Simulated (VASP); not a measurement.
TlCl: single point with HSE06

TlCl:

```xyz
2
Lattice="3.8388 0.0000 0.0000 0.0000 3.8388 0.0000 0.0000 0.0000 3.8388" Properties=species:S:1:pos:R:3 pbc="T T T"
Tl    0.0000    0.0000    0.0000
Cl    1.9194    1.9194    1.9194
```

* Program: VASP 6.6.1
* Task: single point
* Functional: HSE06
* Potentials or basis: VASP PAW PBE potentials, release 64 (Tl_d, Cl)
* Cutoff: 400 eV
* k mesh: 4 × 4 × 4
* Occupations: gaussian, width 0.01 eV
* Spin: no spin polarisation
* Dipole correction: no
* Grid for exact exchange (PRECFOCK): Normal
* Further INCAR settings: ALGO = Normal; EDIFF = 1e-06; NBANDS = 17
* Screening parameter: 0.2079 1/Å

```
Pressure               : 0.8 GPa
Band gap on the k mesh : 2.85 eV, direct
```

Levels at points of the mesh, in eV from the valence-band top:
| k point | band 8 | band 9 | band 10 | band 11 | band 12 | band 13 |
| --- | --- | --- | --- | --- | --- | --- |
| (0.00, 0.00, 0.00) | -1.87 | -1.87 | -1.87 | 8.77 | 8.77 | 8.97 |
| (0.50, 0.00, 0.00) | -1.43 | -1.43 | 0.00 | 2.85 | 7.60 | 7.60 |
| (0.50, 0.50, 0.00) | -3.41 | -3.38 | -1.37 | 5.82 | 5.82 | 9.41 |
| (0.50, 0.50, 0.50) | -2.43 | -2.43 | -2.04 | 3.33 | 3.33 | 3.33 |

Run time: 5.2 min on 1 thread of AMD EPYC 7R13 Processor (Zen 3), on a shared host, peak memory 0.23 GiB.

Caveat: the PAW data sets were made with another functional, which shifts forces and pressure a little; spin-orbit coupling is left out, which moves the levels of the heavy elements. A k mesh can miss the band edges.
